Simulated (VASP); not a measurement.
# PbSe in VASP: single point with r2SCAN

Aim: the single point of PbSe with r2SCAN.

All numbers are computed with VASP 6.6.1; they aren't measurements. Logs are shortened: lines on timing, memory, paths and dates and some standing lists are left out, and cuts for length are marked.

## (1) The cell of the first run

The cell holds a slab with vacuum, 10 atoms: a = 4.369 Å, b = 4.369 Å, c = 27.359 Å, α = 90.00°, β = 90.00°, γ = 90.00°.

## (2) Single point, r2SCAN

The input, POSCAR:

```
PbSe
1.0
    4.3694504884      0.0000000000      0.0000000000
    0.0000000000      4.3694504884      0.0000000000
    0.0000000000      0.0000000000     27.3586722817
Pb Se
5 5
Direct
    0.5000000000      0.5000000000      0.2741361102
    0.0000000000      0.0000000000      0.3870680551
    0.5000000000      0.5000000000      0.5000000000
    0.0000000000      0.0000000000      0.6129319449
    0.5000000000      0.5000000000      0.7258638898
    0.0000000000      0.0000000000      0.2741361102
    0.5000000000      0.5000000000      0.3870680551
    0.0000000000      0.0000000000      0.5000000000
    0.5000000000      0.5000000000      0.6129319449
    0.0000000000      0.0000000000      0.7258638898
```

The input, INCAR.step1:

```
SYSTEM = PbSe
PREC = Accurate
ENCUT = 520
ISMEAR = 0
SIGMA = 0.05
LREAL = .False.
LASPH = .True.
NELM = 80
LDIPOL = .True.
IDIPOL = 3
DIPOL = 0.5 0.5 0.500
NBANDS = 61
GGA = PE
ALGO = Normal
EDIFF = 1E-4
LWAVE = .True.
LCHARG = .False.
```

The input, INCAR.step2:

```
SYSTEM = PbSe
PREC = Accurate
ENCUT = 520
EDIFF = 1E-6
ISMEAR = 0
SIGMA = 0.05
LREAL = .False.
LASPH = .True.
NELM = 80
ALGO = Normal
ISIF = 2
LWAVE = .False.
LCHARG = .False.
LDIPOL = .True.
IDIPOL = 3
DIPOL = 0.5 0.5 0.500
METAGGA = R2SCAN
LMIXTAU = .True.
NBANDS = 61
ISTART = 1
```

The input, KPOINTS:

```
Automatic mesh
0
Gamma
  6 6 1
  0 0 0
```

Potentials or basis: VASP PAW PBE potentials, release 64 (Pb_d, Se).

The run is started by

```
cat potpaw_PBE.64/Pb_d/POTCAR potpaw_PBE.64/Se/POTCAR > POTCAR
cp INCAR.step1 INCAR
mpirun -np 1 vasp_std > vasp.out
cp INCAR.step2 INCAR
mpirun -np 1 vasp_std > vasp.out
```

OUTCAR:

```text
SYSTEM = PbSe
   PREC = Accurate
   ENCUT = 520
   EDIFF = 1E-6
   ISMEAR = 0
   LREAL = .False.
   LASPH = .True.
   NELM = 80
   ISIF = 2
   METAGGA = R2SCAN
   ISTART = 1

 ion  position               nearest neighbor table
   1  0.500  0.500  0.274-   6 3.09   6 3.09   6 3.09   6 3.09   7 3.09
   2  0.000  0.000  0.387-   7 3.09   7 3.09   7 3.09   7 3.09   8 3.09   6 3.09
   3  0.500  0.500  0.500-   8 3.09   8 3.09   8 3.09   8 3.09   9 3.09   7 3.09
   4  0.000  0.000  0.613-   9 3.09   9 3.09   9 3.09   9 3.09   8 3.09  10 3.09
   5  0.500  0.500  0.726-  10 3.09  10 3.09  10 3.09  10 3.09   9 3.09
   6  0.000  0.000  0.274-   1 3.09   1 3.09   1 3.09   1 3.09   2 3.09
   7  0.500  0.500  0.387-   2 3.09   2 3.09   2 3.09   2 3.09   3 3.09   1 3.09
   8  0.000  0.000  0.500-   3 3.09   3 3.09   3 3.09   3 3.09   4 3.09   2 3.09
   9  0.500  0.500  0.613-   4 3.09   4 3.09   4 3.09   4 3.09   3 3.09   5 3.09
  10  0.000  0.000  0.726-   5 3.09   5 3.09   5 3.09   5 3.09   4 3.09

  LATTYP: Found a simple tetragonal cell.
 ALAT       =     4.3694504884
 C/A-ratio  =     6.2613530819

  Lattice vectors:

 A1 = (   4.3694504884,   0.0000000000,   0.0000000000)
 A2 = (   0.0000000000,   4.3694504884,   0.0000000000)
 A3 = (   0.0000000000,   0.0000000000,  27.3586722817)

Analysis of symmetry for initial positions (statically):
=====================================================================
 Subroutine PRICEL returns:
 Original cell was already a primitive cell.

 Routine SETGRP: Setting up the symmetry group for a
 simple tetragonal supercell.

 Subroutine GETGRP returns: Found 16 space group operations
 (whereof 16 operations were pure point group operations)
 out of a pool of 16 trial point group operations.

The static configuration has the point symmetry D_4h.

Analysis of symmetry for dynamics (positions and initial velocities):
=====================================================================
 Subroutine PRICEL returns:
 Original cell was already a primitive cell.

 Routine SETGRP: Setting up the symmetry group for a
 simple tetragonal supercell.

 Subroutine GETGRP returns: Found 16 space group operations
 (whereof 16 operations were pure point group operations)
 out of a pool of 16 trial point group operations.

The dynamic configuration has the point symmetry D_4h.

 Subroutine INISYM returns: Found 16 space group operations
 (whereof 16 operations are pure point group operations),
 and found     1 'primitive' translations

----------------------------------------------------------------------------------------

                                     Primitive cell

  volume of cell :     522.3344

  direct lattice vectors                    reciprocal lattice vectors
     4.369450488  0.000000000  0.000000000     0.228861730  0.000000000  0.000000000
     0.000000000  4.369450488  0.000000000     0.000000000  0.228861730  0.000000000
     0.000000000  0.000000000 27.358672282     0.000000000  0.000000000  0.036551481

  length of vectors
     4.369450488  4.369450488 27.358672282     0.228861730  0.228861730  0.036551481

  position of ions in fractional coordinates (direct lattice)
     0.500000000  0.500000000  0.274136110
     0.000000000  0.000000000  0.387068055
     0.500000000  0.500000000  0.500000000
     0.000000000  0.000000000  0.612931945
     0.500000000  0.500000000  0.725863890
     0.000000000  0.000000000  0.274136110
     0.500000000  0.500000000  0.387068055
     0.000000000  0.000000000  0.500000000
     0.500000000  0.500000000  0.612931945
     0.000000000  0.000000000  0.725863890

  ion indices of the primitive-cell ions
   primitive index   ion index
                 1           1
                 2           2
                 3           3
                 4           4
                 5           5
                 6           6
                 7           7
                 8           8
                 9           9
                10          10

----------------------------------------------------------------------------------------

 KPOINTS: Automatic mesh

Automatic generation of k-mesh.
 Grid dimensions read from file:
 generate k-points for:    6    6    1

 Generating k-lattice:

  Cartesian coordinates                     Fractional coordinates (reciprocal lattice)
     0.038143622  0.000000000  0.000000000     0.166666667  0.000000000  0.000000000
     0.000000000  0.038143622  0.000000000     0.000000000  0.166666667  0.000000000
     0.000000000  0.000000000  0.036551481     0.000000000  0.000000000  1.000000000

  Length of vectors
     0.038143622  0.038143622  0.036551481

  Shift w.r.t. Gamma in fractional coordinates (k-lattice)
     0.000000000  0.000000000  0.000000000

 Subroutine IBZKPT returns following result:
 ===========================================

 Found     10 irreducible k-points:

 Following reciprocal coordinates:
            Coordinates               Weight
  0.000000  0.000000  0.000000      1.000000
  0.166667  0.000000  0.000000      4.000000
  0.333333  0.000000  0.000000      4.000000
  0.500000  0.000000  0.000000      2.000000
  0.166667  0.166667  0.000000      4.000000
  0.333333  0.166667  0.000000      8.000000
  0.500000  0.166667  0.000000      4.000000
  0.333333  0.333333  0.000000      4.000000
  0.500000  0.333333  0.000000      4.000000
  0.500000  0.500000  0.000000      1.000000
   k-points           NKPTS =     10   k-points in BZ     NKDIM =     10   number of bands    NBANDS=     61
   number of dos      NEDOS =    301   number of ions     NIONS =     10
   total plane-waves  NPLWV = 215040
   dimension x,y,z NGX =    32 NGY =   32 NGZ =  210
   dimension x,y,z NGXF=    64 NGYF=   64 NGZF=  420
   ions per type =               5   5
   NGX,Y,Z   is equivalent  to a cutoff of  12.18, 12.18, 12.76 a.u.
   NGXF,Y,Z  is equivalent  to a cutoff of  24.35, 24.35, 25.52 a.u.
 SYSTEM =  PbSe
   PREC   = accura    normal or accurate (medium, high low for compatibility)
   ISTART =      1    job   : 0-new  1-cont  2-samecut
   ICHARG =      0    charge: 1-file 2-atom 10-const
   ISPIN  =      1    spin polarized calculation?
   LNONCOLLINEAR =      F non collinear calculations
   LSORBIT =      F    spin-orbit coupling
   LASPH  =      T    aspherical Exc in radial PAW
   ENCUT  =  520.0 eV  38.22 Ry    6.18 a.u.   8.12  8.12 50.87*2*pi/ulx,y,z
   NELM   =     80;   NELMIN=  2; NELMDL=  0     # of ELM steps
   EDIFF  = 0.1E-05   stopping-criterion for ELM
   LREAL  =      F    real-space projection
   EDIFFG = 0.1E-04   stopping-criterion for IOM
   NSW    =      0    number of steps for IOM
   IBRION =     -1    ionic relax: 0-MD 1-quasi-New 2-CG
   NFREE  =      0    steps in history (QN), initial steepest desc. (CG)
   ISIF   =      2    stress and relaxation
   ISYM   =      2    0-nonsym 1-usesym 2-fastsym
   POTIM  = 0.5000    time-step for ionic-motion
   TEBEG  =    0.0;   TEEND  =   0.0 temperature during run
   PSTRESS=    0.0 pullay stress
   NELECT =     100.0000    total number of electrons
   NUPDOWN=      -1.0000    fix difference up-down
   EMIN   =  10.00;   EMAX   =-10.00  energy-range for DOS
   EFERMI =   0.00;   METHOD = LEGACY
   ISMEAR =     0;   SIGMA  =   0.05  broadening in eV -4-tet -1-fermi 0-gaus
   EFERMI_NEDOS =   21; number of points for ismear=-14 and -15
   IALGO  =     38    algorithm
   IMIX   =      4    mixing-type and parameters
     AMIX     =   0.40;   BMIX     =  1.00
     AMIX_MAG =   1.60;   BMIX_MAG =  1.00
  volume/ion in A,a.u.               =      52.23       352.49
  Fermi-wavevector in a.u.,A,eV,Ry     =   0.943536  1.783025 12.112733  0.890261
  Thomas-Fermi vector in A             =   2.071253
   LORBIT       =      0    0 simple, 1 ext, 2 COOP (PROOUT), +10 PAW based schemes
   METAGGA = R2SCAN    functional components
   LHFCALC =     F    Hartree Fock is set to
   AEXX    =    0.0000 exact exchange contribution
   IVDW    =     0    specifies the selected vdW correction
   LEPSILON=     F    determine dielectric tensor
   LRPA    =     F    only Hartree local field effects (RPA)
 non-spin polarized calculation
 Gauss-broadening in eV      SIGMA  =   0.05
  energy-cutoff  :      520.00
  volume of cell :      522.33
 maximum number of plane-waves:     14184
   NGX = 17   NGY = 17   NGZ =101

 dipolmoment           0.000000      0.000000      0.000000 electrons x Angstroem

 number of electron      99.9999983 magnetization

 dipolmoment           0.000000      0.000000     -0.000000 electrons x Angstroem

 Free energy of the ion-electron system (eV)
  ---------------------------------------------------
  ext. energy  EPLUGINS =         0.00000000
  ---------------------------------------------------
  free energy    TOTEN  =      -358.98790964 eV

  energy without entropy =     -358.98790964  energy(sigma->0) =     -358.98790964

 E-fermi :   0.6964     XC(G=0):  -5.9644

 val. band max:        0.4628248025   @ k =   0.5000   0.0000   0.0000
 cond. band min:       1.4687904682   @ k =   0.5000   0.0000   0.0000
 fundamental gap:      1.0059656657
 Fermi energy:         0.6963651865

 k-point     1 :       0.0000    0.0000    0.0000
  band No.  band energies     occupation
      1     -16.9593      2.00000
      2     -16.9517      2.00000
      3     -16.9360      2.00000
      4     -16.8794      2.00000
      5     -16.8719      2.00000
      6     -16.8719      2.00000
[... 53 lines left out ...]
     60       5.5759      0.00000
     61       5.6376      0.00000

 k-point     2 :       0.1667    0.0000    0.0000
  band No.  band energies     occupation
      1     -16.9504      2.00000
      2     -16.9443      2.00000
      3     -16.9286      2.00000
      4     -16.8742      2.00000
      5     -16.8742      2.00000
      6     -16.8736      2.00000
[... 510 lines left out ...]
      5     -16.8979      2.00000
      6     -16.8957      2.00000
[... 53 lines left out ...]
     60       6.0330      0.00000
     61       6.0330      0.00000

------------------------ aborting loop because EDIFF is reached ----------------------------------------

 vacuum level on the upper side and lower side of the slab       (xc-potential included)         0.036         0.036

  FORCE on cell =-STRESS in cart. coord.  units (eV):
  Direction    XX          YY          ZZ          XY          YZ          ZX
  --------------------------------------------------------------------------------------
  -------------------------------------------------------------------------------------
  Total       -1.5567356     -1.5567356     -3.4744553      0.0000000     -0.0000000      0.0000000
  in kB       -4.7750374     -4.7750374    -10.6573359      0.0000000     -0.0000000      0.0000000
  external PRESSURE =      -6.7358036 kB  Pullay stress =       0.0000000 kB

 VOLUME and BASIS-vectors are now :
 -----------------------------------------------------------------------------
  energy-cutoff  :      520.00
  volume of cell :      522.33
      direct lattice vectors                 reciprocal lattice vectors
     4.369450488  0.000000000  0.000000000     0.228861730  0.000000000  0.000000000
     0.000000000  4.369450488  0.000000000     0.000000000  0.228861730  0.000000000
     0.000000000  0.000000000 27.358672282     0.000000000  0.000000000  0.036551481

 POSITION                                       TOTAL-FORCE (eV/Angst)
 -----------------------------------------------------------------------------------
      2.18473      2.18473      7.50000        -0.000000      0.000000      0.413191
      0.00000      0.00000     10.58967        -0.000000     -0.000000     -0.336797
      2.18473      2.18473     13.67934        -0.000000     -0.000000     -0.000000
      0.00000      0.00000     16.76900        -0.000000     -0.000000      0.336797
      2.18473      2.18473     19.85867         0.000000     -0.000000     -0.413191
      0.00000      0.00000      7.50000        -0.000000     -0.000000      0.199791
      2.18473      2.18473     10.58967         0.000000      0.000000     -0.340106
      0.00000      0.00000     13.67934        -0.000000     -0.000000     -0.000000
      2.18473      2.18473     16.76900        -0.000000      0.000000      0.340106
      0.00000      0.00000     19.85867        -0.000000     -0.000000     -0.199791
 -----------------------------------------------------------------------------------
    total drift:                                0.000000     -0.000000     -0.000000

  FREE ENERGIE OF THE ION-ELECTRON SYSTEM (eV)
  ---------------------------------------------------
  free  energy   TOTEN  =      -358.9879096401 eV

  energy  without entropy=     -358.9879096401  energy(sigma->0) =     -358.98790964

 vacuum level on the upper side and lower side of the slab         5.058         5.058
```

Wall time 31 min (1 thread of Intel Xeon Platinum 8488C (Sapphire Rapids), shared host); peak memory 0.69 GiB.

Results:

| Property | Result |
| --- | --- |
| Free energy | -358.9879 eV |
| Largest force | 0.413 eV/Å |
| Band gap on the k mesh | 1.01 eV |

Forces on the atoms (eV/Å):
```
Pb   0.000  0.000  0.413
Pb   0.000  0.000 -0.337
Pb   0.000  0.000  0.000
Pb   0.000  0.000  0.337
Pb   0.000  0.000 -0.413
Se   0.000  0.000  0.200
Se   0.000  0.000 -0.340
Se   0.000  0.000  0.000
Se   0.000  0.000  0.340
Se   0.000  0.000 -0.200
```

Caveat: the PAW data sets were made with another functional, which shifts forces and pressure a little; spin-orbit coupling is left out, which moves the levels of the heavy elements.
